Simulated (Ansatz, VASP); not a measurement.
**Two plane-wave programs on PbF2**

File INCAR:

```
SYSTEM = PbF2
  ALGO = Normal
  EDIFF = 1E-6
  ENCUT = 600
  GGA = CA
  GGA_COMPAT = .FALSE.
  ISIF = 2
  ISMEAR = -1
  LASPH = .TRUE.
  LCHARG = .FALSE.
  LREAL = .FALSE.
  LWAVE = .FALSE.
  NBANDS = 21
  NELM = 120
  PREC = Accurate
  SIGMA = 0.05
```

KPOINTS

```
k-points
0
G
  8 8 8
  0 0 0
```

The input POSCAR:

```
PbF2
1.0
    0.0000000000      2.9031601670      2.9031601670
    2.9031601670      0.0000000000      2.9031601670
    2.9031601670      2.9031601670      0.0000000000
Pb F
1 2
Direct
    0.0000000000      0.0000000000      0.0000000000
    0.7500000000      0.7500000000      0.7500000000
    0.2500000000      0.2500000000      0.2500000000
```

Contents of input.yaml:

```yaml
crystal:
  lattice:
    - [0.0, 2.903160167, 2.903160167]
    - [2.903160167, 0.0, 2.903160167]
    - [2.903160167, 2.903160167, 0.0]
  atoms:
    - { symbol: Pb, position: [0.0, 0.0, 0.0] }
    - { symbol: F, position: [0.75, 0.75, 0.75] }
    - { symbol: F, position: [0.25, 0.25, 0.25] }
hamiltonian:
  xc: lda
  pseudopotentials: { kind: paw }
kpoints:
  mp_grid: { grid: [8, 8, 8] }
scf:
  occupations: { method: fermi_dirac, width: 0.05 }
output:
  forces: true
  stress: true
  eigenvalues: true
```

Alike in both runs: task single point; functional LDA; k mesh 8 × 8 × 8; occupations fermi-dirac, width 0.05 eV; no spin polarisation.

|  | VASP | Ansatz |
| --- | --- | --- |
| version | VASP 6.6.1 | Ansatz 0.2.0 |
| potentials or method | VASP PAW LDA potentials, release 64 (Pb_d, F) | Ansatz PAW |
| plane-wave cutoff (eV) | 600 | 420 |
| valence electrons in the cell | 28 | 28 |

```csv
,VASP,Ansatz,Ansatz less VASP
gap on the k mesh at the Fermi level (eV),4.20,4.25,+0.045
least direct gap on the mesh (eV),4.37,4.41,+0.044
pressure (GPa),0.2,0.2,+0.01
```

LDA's correlation is that of Perdew and Zunger in VASP and of Perdew and Wang (1992) in Ansatz.

Spin-orbit coupling is off throughout.
